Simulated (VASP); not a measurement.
Here is a VASP 6.6.1 calculation.

The input INCAR:

```
PREC = Accurate
ENCUT = 520
EDIFF = 1E-7
ISMEAR = -1
SIGMA = 0.1
LREAL = False
LASPH = True
NELM = 60
ALGO = Normal
ISIF = 2
LWAVE = False
LCHARG = False
GGA = B5
ALDAX = 1.0
AGGAX = 1.0
AGGAC = 1.0
ALDAC = 0.0
NBANDS = 20
```

File KPOINTS:

```
Automatic mesh
0
Gamma
  13 13 10
```

POSCAR

```
Tl
1.0
   -4.2128503631      3.9818477139      1.6639633152
    3.9818477139     -4.2128503631      1.6639633152
    2.4893093190      2.4893093190     -2.0870450903
Tl
2
Direct
    0.9945427624      0.0054572376      1.0000000000
    0.7554572376      0.2445427624      0.5000000000
```

Potentials or basis: VASP PAW PBE potentials, release 64 (Tl_d).

Command:

```bash
$ cat potpaw_PBE.64/Tl_d/POTCAR > POTCAR
$ mpirun -np 1 vasp_std > vasp.out
```

**Question.** Estimate the largest force.

**Answer.** 0.056 eV/Å.

**Question.** Estimate the pressure.

**Answer.** 3.1 GPa.

Stress tensor (GPa, compression positive):
```
3.01 0.02 0.10
0.02 3.01 0.10
0.10 0.10 3.22
```

Caveat: the cell stands under pressure; the PAW data sets were made with another functional, which shifts forces and pressure a little.
